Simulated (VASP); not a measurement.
I, 1 atom in the cell. Symmetry: Fm-3m, No. 225, cubic system. Conventional cell: a = 4.123 Å, b = 4.123 Å, c = 4.123 Å, α = 90.00°, β = 90.00°, γ = 90.00°. I (site symmetry m-3m) has 12 I at 2.92 Å within 3.8 Å. 

* Program: VASP 6.6.1
* Task: single point
* Functional: PBE
* Potentials or basis: VASP PAW PBE potentials, release 64 (I)
* Cutoff: 520 eV
* k mesh: 14 × 14 × 14
* Occupations: fermi-dirac, width 0.05 eV
* Spin: no spin polarisation
* Dipole correction: no
* Further INCAR settings: ALGO = Normal; EDIFF = 1e-06; NBANDS = 10

Potentials or basis: VASP PAW PBE potentials, release 64 (I).

Command:

```bash
$ cat potpaw_PBE.64/I/POTCAR > POTCAR
$ mpirun -np 1 vasp_std > vasp.out
```

Hardware: 1 thread of Intel(R) Xeon(R) Platinum 8488C (Sapphire Rapids) (shared host).

Question: Estimate the wall time of this run.

Answer: Wall time 7.9 s on 1 thread of Intel(R) Xeon(R) Platinum 8488C (Sapphire Rapids), on a shared host, peak memory 0.15 GiB. Counts: scf iterations 10, k points 104.
